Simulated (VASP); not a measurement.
# Ag (P6/mmm) in VASP: notebook

The runs below take Ag through single point, with PBE.

Everything below comes from runs of VASP 6.6.1. Logs are shortened: lines on timing, memory, paths and dates and some standing lists are left out, and cuts for length are marked.

**1. The cell of the first run**

It takes space group P6/mmm (No. 191, hexagonal). Conventional cell: a = 2.513 Å, b = 2.513 Å, c = 2.415 Å, α = 90.00°, β = 90.00°, γ = 120.00°. Ag (site symmetry 6/mmm) has 8 Ag at 2.42 to 2.51 Å within 3.2 Å.

**2. Single point, PBE (volume scaled by 0.68)**

INCAR

```
SYSTEM = Ag
PREC = Accurate ; ENCUT = 520
EDIFF = 1E-7 ; ISMEAR = -1
SIGMA = 0.08 ; LREAL = .FALSE.
LASPH = .TRUE. ; NELM = 60
ALGO = Normal ; ISIF = 2
LWAVE = .FALSE. ; LCHARG = .TRUE.
GGA = PE ; LELF = .TRUE.
LVHAR = .TRUE. ; NBANDS = 12
```

KPOINTS

```
Automatic mesh
0
G
  15 15 14
  0 0 0
```

POSCAR

```
Ag
1.0
    2.5130750006      0.0000000000      0.0000000000
   -1.2565375003      2.1763867921      0.0000000000
    0.0000000000      0.0000000000      2.4152672835
Ag
1
Direct
    0.0000000000      0.0000000000      0.0000000000
```

Potentials or basis: VASP PAW PBE potentials, release 64 (Ag).

Launch:

```bash
cat potpaw_PBE.64/Ag/POTCAR > POTCAR
mpirun -np 1 vasp_std > vasp.out
```

OUTCAR:

```text
SYSTEM = Ag
   PREC = Accurate
   ENCUT = 520
   EDIFF = 1E-7
   ISMEAR = -1
   LREAL = .FALSE.
   LASPH = .TRUE.
   NELM = 60
   ISIF = 2
   GGA = PE

 ion  position               nearest neighbor table
   1  0.000  0.000  0.000-

  LATTYP: Found a hexagonal cell.
 ALAT       =     2.5130750006
 C/A-ratio  =     0.9610804624

  Lattice vectors:

 A1 = (   2.5130750006,   0.0000000000,   0.0000000000)
 A2 = (  -1.2565375003,   2.1763867921,   0.0000000000)
 A3 = (   0.0000000000,   0.0000000000,   2.4152672835)

Analysis of symmetry for initial positions (statically):
=====================================================================
 Subroutine PRICEL returns:
 Original cell was already a primitive cell.

 Routine SETGRP: Setting up the symmetry group for a
 hexagonal supercell.

 Subroutine GETGRP returns: Found 24 space group operations
 (whereof 24 operations were pure point group operations)
 out of a pool of 24 trial point group operations.

The static configuration has the point symmetry D_6h.

Analysis of symmetry for dynamics (positions and initial velocities):
=====================================================================
 Subroutine PRICEL returns:
 Original cell was already a primitive cell.

 Routine SETGRP: Setting up the symmetry group for a
 hexagonal supercell.

 Subroutine GETGRP returns: Found 24 space group operations
 (whereof 24 operations were pure point group operations)
 out of a pool of 24 trial point group operations.

The dynamic configuration has the point symmetry D_6h.

 Subroutine INISYM returns: Found 24 space group operations
 (whereof 24 operations are pure point group operations),
 and found     1 'primitive' translations

----------------------------------------------------------------------------------------

                                     Primitive cell

  volume of cell :      13.2101

  direct lattice vectors                    reciprocal lattice vectors
     2.513075001  0.000000000  0.000000000     0.397918884  0.229738575  0.000000000
    -1.256537500  2.176386792  0.000000000     0.000000000  0.459477150  0.000000000
     0.000000000  0.000000000  2.415267283     0.000000000  0.000000000  0.414032851

  length of vectors
     2.513075001  2.513075001  2.415267283     0.459477150  0.459477150  0.414032851

  position of ions in fractional coordinates (direct lattice)
     0.000000000  0.000000000  0.000000000

  ion indices of the primitive-cell ions
   primitive index   ion index
                 1           1

----------------------------------------------------------------------------------------

 KPOINTS: Automatic mesh

Automatic generation of k-mesh.
 Grid dimensions read from file:
 generate k-points for:   15   15   14

 Generating k-lattice:

  Cartesian coordinates                     Fractional coordinates (reciprocal lattice)
     0.026527926  0.015315905  0.000000000     0.066666667  0.000000000  0.000000000
     0.000000000  0.030631810  0.000000000     0.000000000  0.066666667  0.000000000
     0.000000000  0.000000000  0.029573775     0.000000000  0.000000000  0.071428571

  Length of vectors
     0.030631810  0.030631810  0.029573775

  Shift w.r.t. Gamma in fractional coordinates (k-lattice)
     0.000000000  0.000000000  0.000000000

 Subroutine IBZKPT returns following result:
 ===========================================

 Found    216 irreducible k-points:

 Following reciprocal coordinates:
            Coordinates               Weight
  0.000000  0.000000  0.000000      1.000000
  0.066667  0.000000  0.000000      6.000000
  0.133333  0.000000  0.000000      6.000000
  0.200000  0.000000  0.000000      6.000000
  0.266667  0.000000  0.000000      6.000000
  0.333333  0.000000  0.000000      6.000000
[... 16 lines left out ...]
  0.333333  0.200000  0.000000     12.000000
  0.400000  0.200000  0.000000      6.000000
 [... further k-points ...]
   k-points           NKPTS =    216   k-points in BZ     NKDIM =    216   number of bands    NBANDS=     12
   number of dos      NEDOS =    301   number of ions     NIONS =      1
   total plane-waves  NPLWV =   7200
   dimension x,y,z NGX =    20 NGY =   20 NGZ =   18
   dimension x,y,z NGXF=    40 NGYF=   40 NGZF=   36
   ions per type =               1
   NGX,Y,Z   is equivalent  to a cutoff of  13.23, 13.23, 12.39 a.u.
   NGXF,Y,Z  is equivalent  to a cutoff of  26.46, 26.46, 24.78 a.u.
 SYSTEM =  Ag
   PREC   = accura    normal or accurate (medium, high low for compatibility)
   ISTART =      0    job   : 0-new  1-cont  2-samecut
   ICHARG =      2    charge: 1-file 2-atom 10-const
   ISPIN  =      1    spin polarized calculation?
   LNONCOLLINEAR =      F non collinear calculations
   LSORBIT =      F    spin-orbit coupling
   LASPH  =      T    aspherical Exc in radial PAW
   ENCUT  =  520.0 eV  38.22 Ry    6.18 a.u.   4.67  4.67  4.49*2*pi/ulx,y,z
   NELM   =     60;   NELMIN=  2; NELMDL= -5     # of ELM steps
   EDIFF  = 0.1E-06   stopping-criterion for ELM
   LREAL  =      F    real-space projection
   EDIFFG = 0.1E-05   stopping-criterion for IOM
   NSW    =      0    number of steps for IOM
   IBRION =     -1    ionic relax: 0-MD 1-quasi-New 2-CG
   NFREE  =      0    steps in history (QN), initial steepest desc. (CG)
   ISIF   =      2    stress and relaxation
   ISYM   =      2    0-nonsym 1-usesym 2-fastsym
   POTIM  = 0.5000    time-step for ionic-motion
   TEBEG  =    0.0;   TEEND  =   0.0 temperature during run
   PSTRESS=    0.0 pullay stress
   NELECT =      11.0000    total number of electrons
   NUPDOWN=      -1.0000    fix difference up-down
   EMIN   =  10.00;   EMAX   =-10.00  energy-range for DOS
   EFERMI =   0.00;   METHOD = LEGACY
   ISMEAR =    -1;   SIGMA  =   0.08  broadening in eV -4-tet -1-fermi 0-gaus
   EFERMI_NEDOS =   21; number of points for ismear=-14 and -15
   IALGO  =     38    algorithm
   IMIX   =      4    mixing-type and parameters
     AMIX     =   0.40;   BMIX     =  1.00
     AMIX_MAG =   1.60;   BMIX_MAG =  1.00
  volume/ion in A,a.u.               =      13.21        89.15
  Fermi-wavevector in a.u.,A,eV,Ry     =   1.540175  2.910509 32.274923  2.372140
  Thomas-Fermi vector in A             =   2.646299
   LORBIT       =      0    0 simple, 1 ext, 2 COOP (PROOUT), +10 PAW based schemes
   GGA     = PE    functional components
[... 5 lines left out ...]
 non-spin polarized calculation
  energy-cutoff  :      520.00
  volume of cell :       13.21
 maximum number of plane-waves:       381
 NGX is ok and might be reduce to    20
   NGX =  9   NGY =  9   NGZ =  9

 number of electron      10.9999993 magnetization

 Free energy of the ion-electron system (eV)
  ---------------------------------------------------
  ext. energy  EPLUGINS =         0.00000000
  ---------------------------------------------------
  free energy    TOTEN  =        -1.42705002 eV

  energy without entropy =       -1.42270428  energy(sigma->0) =       -1.42487715

 E-fermi :  12.5783     XC(G=0): -13.7411

 val. band max:       12.4957007138   @ k =   0.4667   0.0667   0.0714
 cond. band min:      12.5859516773   @ k =   0.3333   0.0000   0.3571
 fundamental gap:      0.0902509635
 Fermi energy:        12.5782655201

 k-point     1 :       0.0000    0.0000    0.0000
  band No.  band energies     occupation
      1       2.7738      2.00000
      2       3.9971      2.00000
      3       6.5042      2.00000
      4       6.5042      2.00000
      5       9.6631      2.00000
      6       9.6631      2.00000
      7      28.6786      0.00000
      8      29.3218      0.00000
      9      35.7964      0.00000
     10      35.7964      0.00000
     11      36.9753      0.00000
     12      41.0099      0.00000

 k-point     2 :       0.0667    0.0000    0.0000
  band No.  band energies     occupation
      1       2.9540      2.00000
      2       4.0511      2.00000
      3       6.4133      2.00000
      4       6.6272      2.00000
      5       9.5600      2.00000
      6       9.6442      2.00000
      7      28.9755      0.00000
      8      29.4394      0.00000
      9      34.3995      0.00000
     10      35.0690      0.00000
     11      37.1901      0.00000
     12      41.7590      0.00000

 k-point     3 :       0.1333    0.0000    0.0000
  band No.  band energies     occupation
      1       3.4482      2.00000
      2       4.2108      2.00000
      3       6.2064      2.00000
      4       6.9850      2.00000
      5       9.2790      2.00000
      6       9.5908      2.00000
      7      29.2710      0.00000
      8      29.8279      0.00000
      9      32.6357      0.00000
     10      33.5540      0.00000
     11      36.9341      0.00000
     12      43.0285      0.00000

 k-point     4 :       0.2000    0.0000    0.0000
  band No.  band energies     occupation
      1       4.0461      2.00000
      2       4.4439      2.00000
      3       6.1605      2.00000
      4       7.5428      2.00000
      5       8.8902      2.00000
      6       9.5131      2.00000
      7      27.5164      0.00000
      8      31.1322      0.00000
      9      31.8686      0.00000
     10      32.4196      0.00000
     11      36.4379      0.00000
     12      43.7916      0.00000

 k-point     5 :       0.2667    0.0000    0.0000
  band No.  band energies     occupation
      1       4.3886      2.00000
      2       4.5458      2.00000
      3       6.8537      2.00000
      4       8.2375      2.00000
      5       8.4750      2.00000
      6       9.4249      2.00000
      7      24.9306      0.00000
      8      30.2320      0.00000
      9      32.7324      0.00000
     10      32.8104      0.00000
     11      35.9712      0.00000
     12      44.1170      0.00000

 k-point     6 :       0.3333    0.0000    0.0000
  band No.  band energies     occupation
      1       4.1945      2.00000
      2       4.7957      2.00000
      3       8.1040      2.00000
      4       8.2457      2.00000
      5       8.9700      2.00000
      6       9.3417      2.00000
      7      22.2843      0.00000
      8      28.7779      0.00000
      9      32.8691      0.00000
     10      34.4056      0.00000
     11      35.6609      0.00000
     12      43.2301      0.00000

 k-point     7 :       0.4000    0.0000    0.0000
  band No.  band energies     occupation
      1       3.9491      2.00000
      2       5.0133      2.00000
      3       7.8295      2.00000
      4       9.2774      2.00000
      5       9.6025      2.00000
      6       9.8775      2.00000
      7      19.8728      0.00000
      8      27.6556      0.00000
      9      32.6305      0.00000
     10      35.4623      0.00000
     11      35.8249      0.00000
     12      42.8619      0.00000

 k-point     8 :       0.4667   -0.0000    0.0000
  band No.  band energies     occupation
      1       3.8069      2.00000
      2       5.1339      2.00000
      3       7.6844      2.00000
      4       9.2425      2.00000
      5       9.9770      2.00000
      6      11.1978      2.00000
      7      18.1736      0.00000
      8      27.0329      0.00000
      9      32.4154      0.00000
     10      35.3480      0.00000
     11      36.6241      0.00000
     12      42.8838      0.00000
[... 166 lines left out ...]
 k-point    20 :       0.4000    0.1333    0.0000
  band No.  band energies     occupation
      1       4.3213      2.00000
      2       5.1828      2.00000
      3       7.7883      2.00000
      4       8.3643      2.00000
      5       9.0149      2.00000
      6      13.1275      0.00208
      7      18.1726      0.00000
      8      24.3191      0.00000
      9      33.0311      0.00000
     10      37.7119      0.00000
     11      38.5569      0.00000
     12      40.8132      0.00000

 k-point    21 :       0.2000    0.2000    0.0000
  band No.  band energies     occupation
      1       4.8500      2.00000
      2       5.3103      2.00000
      3       6.0845      2.00000
      4       8.1940      2.00000
      5       9.1145      2.00000
      6      10.5474      2.00000
      7      23.8542      0.00000
      8      24.1933      0.00000
      9      34.0811      0.00000
     10      35.1756      0.00000
     11      38.2124      0.00000
     12      42.8654      0.00000

 k-point    22 :       0.2667    0.2000    0.0000
  band No.  band energies     occupation
      1       5.0212      2.00000
      2       5.1451      2.00000
      3       6.7448      2.00000
      4       8.0317      2.00000
      5       8.9409      2.00000
      6      12.0980      1.99507
      7      21.3671      0.00000
      8      23.0900      0.00000
      9      33.7869      0.00000
     10      37.0003      0.00000
     11      39.1621      0.00000
     12      42.3529      0.00000

 k-point    23 :       0.3333    0.2000    0.0000
  band No.  band energies     occupation
      1       4.9276      2.00000
      2       5.2029      2.00000
      3       7.3244      2.00000
      4       7.9342      2.00000
      5       8.8145      2.00000
      6      13.7085      0.00000
      7      19.0939      0.00000
      8      22.3832      0.00000
      9      33.7343      0.00000
     10      38.5390      0.00000
     11      39.2319      0.00000
     12      41.4827      0.00000

 k-point    24 :       0.4000    0.2000    0.0000
  band No.  band energies     occupation
      1       4.8675      2.00000
      2       5.2494      2.00000
      3       7.5522      2.00000
      4       7.9022      2.00000
      5       8.7680      2.00000
      6      14.7001      0.00000
      7      17.8732      0.00000
      8      22.1233      0.00000
      9      33.7614      0.00000
     10      39.0453      0.00000
     11      39.1365      0.00000
     12      41.2346      0.00000

 [... further k-points ...]
[... 5 lines left out ...]
  --------------------------------------------------------------------------------------
  -------------------------------------------------------------------------------------
  Total        7.1653838      7.1653838      7.1438700     -0.0000000      0.0000000      0.0000000
  in kB      869.0470915    869.0470915    866.4378131     -0.0000000      0.0000000      0.0000000
  external PRESSURE =     868.1773320 kB  Pullay stress =       0.0000000 kB

 VOLUME and BASIS-vectors are now :
 -----------------------------------------------------------------------------
  energy-cutoff  :      520.00
  volume of cell :       13.21
      direct lattice vectors                 reciprocal lattice vectors
     2.513075001  0.000000000  0.000000000     0.397918884  0.229738575  0.000000000
    -1.256537500  2.176386792  0.000000000     0.000000000  0.459477150  0.000000000
     0.000000000  0.000000000  2.415267283     0.000000000  0.000000000  0.414032851

 POSITION                                       TOTAL-FORCE (eV/Angst)
 -----------------------------------------------------------------------------------
      0.00000      0.00000      0.00000         0.000000      0.000000      0.000000
 -----------------------------------------------------------------------------------
    total drift:                               -0.000000      0.000000     -0.000000

  FREE ENERGIE OF THE ION-ELECTRON SYSTEM (eV)
  ---------------------------------------------------
  free  energy   TOTEN  =        -1.4270500152 eV

  energy  without entropy=       -1.4227042807  energy(sigma->0) =       -1.42487715
```

It took 29 s on 1 thread of AMD EPYC 7R43 (Zen 3), shared host; peak memory 0.11 GiB.

What came out:

```
Free energy : -1.4271 eV
Pressure    : 86.8 GPa
```

Levels at points of the mesh, in eV from the Fermi level:
| k point | band 2 | band 3 | band 4 | band 5 | band 6 | band 7 | band 8 | band 9 | band 10 | band 11 |
| --- | --- | --- | --- | --- | --- | --- | --- | --- | --- | --- |
| (0.00, 0.00, 0.00) | -8.58 | -6.07 | -6.07 | -2.92 | -2.92 | 16.10 | 16.74 | 23.22 | 23.22 | 24.40 |
| (0.00, 0.00, 0.50) | -5.67 | -5.67 | -4.67 | -4.67 | -2.41 | 3.47 | 20.25 | 23.73 | 23.73 | 24.06 |

[end of part 1 of 3]
